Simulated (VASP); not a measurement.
Te3O2:

```
Te O
1.0
     3.88989    2.24583    3.09898
    -3.88989    2.24583    3.09898
     0.00000   -4.49166    3.09898
Te O
3 2
Direct
  0.00000 0.50000 0.00000
  0.00000 0.00000 0.50000
  0.50000 0.00000 0.00000
  0.81876 0.81876 0.81876
  0.18124 0.18124 0.18124
```

The cell was generated, and may not be a known phase.

```yaml
Program: VASP 6.6.1
Task: relaxation of cell and atoms
Functional: PBE
Potentials_or_basis: VASP PAW PBE potentials, release 64 (Te, O)
Cutoff: 600 eV
k_mesh: 3 × 3 × 3
Occupations: gaussian, width 0.1 eV
Spin: no spin polarisation
```

At the start: pressure -6.5 GPa; volume 32.49 Å³/atom.

Problem. Where does the relaxation end?

Solution. Over 15 steps the energy falls by 226.5 meV/atom and the volume is 23.53 Å³/atom (-27.6 %); space group R-3m (No. 166, to 0.1 Å) before and after.

The path:
```tsv
step	energy change (eV)	largest force (eV/Å)	pressure (GPa)	volume (Å³)
1	0.0000	0.0740	-6.53	162.44
2	-0.4650	0.4397	2.89	133.26
3	-0.5378	0.3219	-0.42	140.02
4	-0.7456	0.3997	0.00	133.61
5	-0.8651	0.5080	0.96	127.01
6	-0.8753	0.5809	1.68	123.78
7	-0.9018	0.4193	-1.65	128.14
8	-0.9092	0.4734	-0.64	126.71
9	-0.9497	0.3879	-0.62	126.39
10	-1.0328	0.2195	-0.78	125.42
11	-1.0942	0.1497	-2.35	123.46
12	-1.1239	0.0654	-0.49	119.09
13	-1.1242	0.0575	-0.36	118.73
14	-1.1287	0.0374	-0.22	118.36
15	-1.1323	0.0020	0.06	117.63
```

Final structure:
```
Te O
1.0
     3.62725    2.09419    2.58093
    -3.62725    2.09419    2.58093
     0.00000   -4.18838    2.58093
Te O
3 2
Direct
  0.00000 0.50000 0.00000
  0.00000 0.00000 0.50000
  0.50000 0.00000 0.00000
  0.75232 0.75232 0.75232
  0.24768 0.24768 0.24768
```

Caveat: the k points lie up to 0.43 Å⁻¹ apart in the final cell, too coarse for converged energies and pressures of a metal; the volume moved by over 15 % at a fixed basis, so the end points are rough.
